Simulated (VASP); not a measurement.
A run of VASP 6.6.1 is set up as follows.

File POSCAR:

```
In
1.0
   -1.6254700000      1.6254700000      2.4737000000
    1.6254700000     -1.6254700000      2.4737000000
    1.6254700000      1.6254700000     -2.4737000000
In
1
Direct
    0.0000000000      0.0000000000      0.0000000000
```

File INCAR.step1:

```
PREC     = Accurate       # precision mode
ENCUT    = 520            # plane-wave cutoff, eV
EDIFF    = 1E-5           # SCF threshold, eV
ISMEAR   = -1             # smearing method
SIGMA    = 0.05           # smearing width, eV
LREAL    = F              # projectors in reciprocal space
LASPH    = T              # aspherical terms in the spheres
NELM     = 60             # most SCF steps
ALGO     = Normal         # electronic algorithm
ISIF     = 2              # what is computed and relaxed
LWAVE    = T              # write WAVECAR
LCHARG   = F              # write CHGCAR
NBANDS   = 12             # bands
GGA      = PE             # functional
```

The input INCAR.step2:

```
PREC     = Accurate       # precision mode
ENCUT    = 520            # plane-wave cutoff, eV
EDIFF    = 1E-6           # SCF threshold, eV
ISMEAR   = -1             # smearing method
SIGMA    = 0.05           # smearing width, eV
LREAL    = F              # projectors in reciprocal space
LASPH    = T              # aspherical terms in the spheres
NELM     = 60             # most SCF steps
ALGO     = Normal         # electronic algorithm
ISIF     = 2              # what is computed and relaxed
LWAVE    = F              # write WAVECAR
LCHARG   = F              # write CHGCAR
GGA      = PE             # functional
LHFCALC  = T              # exact exchange
HFSCREEN = 0.2079         # screening, 1/A
PRECFOCK = Normal       
NBANDS   = 12             # bands
ISTART   = 1
```

Contents of KPOINTS:

```
Automatic mesh
0
Gamma
  6 6 6
```

Potentials or basis: VASP PAW PBE potentials, release 64 (In_d).

Launch:

```bash
$ cat potpaw_PBE.64/In_d/POTCAR > POTCAR
$ cp INCAR.step1 INCAR
$ mpirun -np 1 vasp_std > vasp.out
$ cp INCAR.step2 INCAR
$ mpirun -np 1 vasp_std > vasp.out
```

What does it give for the band gap on the k mesh?

Zero (an odd number of electrons rules out a gap without spin polarisation).

Predict the pressure.

-0.4 GPa.

Stress tensor (GPa, compression positive):
```
 0.23  0.00  0.00
 0.00  0.23  0.00
 0.00  0.00 -1.64
```

Caveat: the k points lie up to 0.39 Å⁻¹ apart, too coarse for converged energies and pressures of a metal; the PAW data sets were made with another functional, which shifts forces and pressure a little; spin-orbit coupling is left out, which moves the levels of the heavy elements.
